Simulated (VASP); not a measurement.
## MnS: single point with PBE

MnS:

```xyz
4
Lattice="3.9760 0.0000 0.0000 -1.9880 3.4433 0.0000 0.0000 0.0000 6.4320" Properties=species:S:1:pos:R:3 pbc="T T T"
Mn    0.0000    2.2955    0.0000
Mn    1.9880    1.1478    3.2160
S     0.0000    2.2955    2.4763
S     1.9880    1.1478    5.6923
```

- Program: VASP 6.6.1
- Task: single point
- Functional: PBE
- Potentials or basis: VASP PAW PBE potentials, release 64 (Mn_pv, S)
- Cutoff: 520 eV
- k mesh: 8 × 8 × 4
- Occupations: gaussian, width 0.05 eV
- Spin: collinear spin, antiferromagnetic start
- Starting moments: [5.0, -5.0, 0.0, 0.0] μB
- Dipole correction: no
- Further INCAR settings: ALGO = Normal; EDIFF = 1e-06; NBANDS = 31

| Quantity | Value |
| --- | --- |
| Pressure | -1.3 GPa |
| Largest force | 0.534 eV/Å |
| Band gap on the k mesh | 0.70 eV (least direct gap 1.35 eV) |
| Net moment | 0.00 μB per cell |
| Site moments | Mn +4.21, -4.21; S -0.03, +0.03 μB |
| Valence electrons inside the program's atomic spheres | Mn 11.38; S 3.75 |

Forces on the atoms (eV/Å):
```
Mn   0.000  0.000  0.534
Mn   0.000  0.000  0.534
S    0.000  0.000 -0.534
S    0.000  0.000 -0.534
```

Stress tensor (GPa, compression positive):
```
 0.35  0.00  0.00
 0.00  0.35  0.00
 0.00  0.00 -4.66
```

Levels at points of the mesh, in eV from the valence-band top:
Spin up:
```
           k point  band 17  band 18  band 19  band 20  band 21  band 22
(0.00, 0.00, 0.00)    -0.92     0.00     0.00     1.35     1.35     1.80
(0.50, 0.00, 0.00)    -2.34    -1.70    -1.10     1.03     1.29     1.43
(0.00, 0.00, 0.50)    -1.03    -0.01    -0.01     1.43     1.43     2.10
(0.50, 0.00, 0.50)    -2.20    -1.14    -1.02     0.99     1.29     1.50
```
Spin down:
```tsv
k point	band 15	band 16	band 17	band 18	band 19	band 20	band 21	band 22	band 23	band 24
(0.00, 0.00, 0.00)	-2.52	-2.52	-0.92	0.00	0.00	1.35	1.35	1.80	2.38	3.05
(0.50, 0.00, 0.00)	-2.47	-2.42	-2.34	-1.70	-1.10	1.03	1.29	1.43	1.84	2.05
(0.00, 0.00, 0.50)	-2.43	-2.43	-1.03	-0.01	-0.01	1.43	1.43	2.10	2.88	2.88
(0.50, 0.00, 0.50)	-2.43	-2.43	-2.20	-1.14	-1.02	0.99	1.29	1.50	1.86	1.95
```

Wall time 81 s on 1 thread of AMD EPYC 9R45 96-Core Processor (Zen 5), on a shared host, peak memory 0.27 GiB.

Caveat: the stress differs along the axes, from -5 to 0 GPa; the antiferromagnetic order is the one typed at the start, and another may lie lower; semilocal functionals underestimate gaps, and a narrow one can read as zero. A k mesh can miss the band edges.
